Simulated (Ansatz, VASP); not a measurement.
Two plane-wave programs on Au

```
CELL_PARAMETERS angstrom
2.88243 0.00000 0.00000
-1.44122 2.49626 0.00000
0.00000 0.00000 4.80524
ATOMIC_POSITIONS crystal
Au 0.33333 0.66667 0.25000
Au 0.66667 0.33333 0.75000
```

Alike in both runs: functional PBE; dispersion D3(BJ); k mesh 18 × 18 × 10; occupations gaussian, width 0.1 eV; no spin polarisation.

Ansatz relaxed the structure, and its values are those at the end. VASP's run is a single point on that final structure, the one shown.

|  | VASP | Ansatz |
| --- | --- | --- |
| version | VASP 6.6.1 | Ansatz 0.2.0 |
| potentials or method | VASP PAW PBE potentials, release 64 (Au), cutoff 500 eV | scalar-relativistic, plane waves, PAW |
| valence electrons in the cell | 22 | 38 |

|  | VASP | Ansatz | Ansatz less VASP |
| --- | --- | --- | --- |
| gap on the k mesh at the Fermi level (eV) | none | none | - |
| pressure (GPa) | -0.3 | 0.0 | +0.26 |

A gap of «none» marks a metal or a gap that the smearing closes. VASP's potentials hold 22 valence electrons a cell and Ansatz's 38, so a difference there can come from the potentials and not from the codes.

Neither program's run includes spin-orbit coupling.
